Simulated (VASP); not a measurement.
Here is a VASP 6.6.1 calculation.

File INCAR:

```
SYSTEM = O
PREC = Accurate
ENCUT = 520
EDIFF = 1E-7
ISMEAR = 1
SIGMA = 0.1
LREAL = .False.
LASPH = .True.
NELM = 60
ALGO = Normal
ISIF = 2
LWAVE = .False.
LCHARG = .False.
GGA = B5
ALDAX = 1.0
AGGAX = 1.0
AGGAC = 1.0
ALDAC = 0.0
IVDW = 12
VDW_S6 = 1.0
VDW_S8 = 2.6996
VDW_A1 = 0.4298
VDW_A2 = 4.2359
NBANDS = 9
```

KPOINTS

```
Automatic mesh
0
Gamma
  12 12 7
  0 0 0
```

The input POSCAR:

```
O
1.0
    1.8219745920      0.0000000000      0.0000000000
    0.0000000000      1.8219745920      0.0000000000
    0.0000000000      0.0000000000      3.1805524965
O
1
Direct
    0.0000000000      0.0000000000      0.0000000000
```

Potentials or basis: VASP PAW PBE potentials, release 64 (O).

Run with:

```console
$ cat potpaw_PBE.64/O/POTCAR > POTCAR
$ mpirun -np 1 vasp_std > vasp.out
```

Task: What does it give for the dispersion energy per atom?

Result: -0.136 eV.

Task: Predict the pressure.

Result: -0.2 GPa.

Task: Estimate the band gap on the k mesh.

Result: Zero (band 3 reaches 3.23 eV, above the bottom of band 4 at -1.05 eV).

Stress tensor (GPa, compression positive):
```
-0.12  0.00  0.00
 0.00 -0.12  0.00
 0.00  0.00 -0.44
```

Caveat: the PAW data sets were made with another functional, which shifts forces and pressure a little; pairwise dispersion overbinds metals, which lowers pressure and volume.
